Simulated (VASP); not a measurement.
# Li: relaxation of cell and atoms with LDA

The system is Li.

```xyz
4
Lattice="4.4200 0.0000 0.0000 0.0000 4.4200 0.0000 0.0000 0.0000 4.4200" Properties=species:S:1:pos:R:3 pbc="T T T"
Li    0.0000    0.0000    0.0000
Li    0.0000    2.2100    2.2100
Li    2.2100    0.0000    2.2100
Li    2.2100    2.2100    0.0000
```

```
Program                : VASP 6.6.1
Task                   : relaxation of cell and atoms
Functional             : LDA
Potentials or basis    : VASP PAW LDA potentials, release 64 (Li_sv)
Cutoff                 : 600 eV
k mesh                 : 9 × 9 × 9
Occupations            : methfessel-paxton, width 0.05 eV
Spin                   : no spin polarisation
Dipole correction      : no
Further INCAR settings : ALGO = Normal; EDIFF = 1e-07; IBRION = 2; EDIFFG = -0.01; NSW = 80; ISIF = 3
```

The relaxed volume is 18.54 Å³/atom, the relaxed cell is a = 4.201 Å, b = 4.201 Å, c = 4.201 Å, α = 90.00°, β = 90.00°, γ = 90.00° and the space group after relaxing (to 0.05 Å) is Fm-3m (No. 225). The energy gained by relaxing is 18.0 meV/atom. The ionic steps are 4. The pressure after relaxing is 0.1 GPa and the band gap on the k mesh is zero (band 6 reaches 2.42 eV, above the bottom of band 7 at 0.35 eV).

Step by step:
| step | energy change (eV) | largest force (eV/Å) | pressure (GPa) | volume (Å³) |
| --- | --- | --- | --- | --- |
| 1 | 0.0000 | 0.0000 | -1.73 | 86.35 |
| 2 | -0.0282 | 0.0000 | -1.42 | 83.48 |
| 3 | -0.0689 | 0.0000 | -0.43 | 76.69 |
| 4 | -0.0719 | 0.0000 | 0.06 | 74.15 |

Final structure:
```
Li
1.0
     4.20113    0.00000    0.00000
     0.00000    4.20113    0.00000
     0.00000    0.00000    4.20113
Li
4
Direct
  0.00000 0.00000 0.00000
  0.00000 0.50000 0.50000
  0.50000 0.00000 0.50000
  0.50000 0.50000 0.00000
```

Levels at points of the mesh, in eV from the Fermi level:
| k point | band 4 | band 5 | band 6 | band 7 | band 8 | band 9 |
| --- | --- | --- | --- | --- | --- | --- |
| (0.00, 0.00, 0.00) | -45.44 | -3.61 | 1.56 | 1.56 | 1.56 | 5.09 |

Wall time 87 s on 1 thread of Intel Xeon 6975P-C, with other jobs on the host, peak memory 0.18 GiB.

Caveat: the cutoff is under 1.25 times the usual one of these potentials, so pressure, stress and relaxed cells hold a basis-set (Pulay) error.
